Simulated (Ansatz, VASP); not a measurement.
## BAs in VASP and in Ansatz

```
CELL_PARAMETERS angstrom
3.35547 0.00000 0.00000
-1.67774 2.90593 0.00000
0.00000 0.00000 23.80000
ATOMIC_POSITIONS crystal
B 0.33333 0.66667 0.29412
As 0.66667 0.33333 0.29412
```

Alike in both runs: functional PBEsol; dispersion D3(BJ); k mesh 12 × 12 × 1; occupations gaussian, width 0.03 eV; no spin polarisation.

Ansatz relaxed the structure, and its values are those at the end. VASP's run is a single point on that final structure, the one shown.

```csv
,VASP,Ansatz
version,VASP 6.6.1,Ansatz 0.2.0
potentials or method,"VASP PAW PBE potentials, release 64 (B, As), cutoff 420 eV","scalar-relativistic, plane waves, PAW"
valence electrons in the cell,8,18
```

```tsv
	VASP	Ansatz	Ansatz less VASP
gap on the k mesh at the Fermi level (eV)	0.73	0.74	+0.012
least direct gap on the mesh (eV)	0.73	0.74	+0.012
```

VASP's potentials were made for PBE, not for PBEsol, and Ansatz warns of the same on its side. VASP's potentials hold 8 valence electrons a cell and Ansatz's 18, so a difference there can come from the potentials and not from the codes. Ansatz's warnings: slab cell height set, structure snapped to symmetry, xc potential rough in thin density.
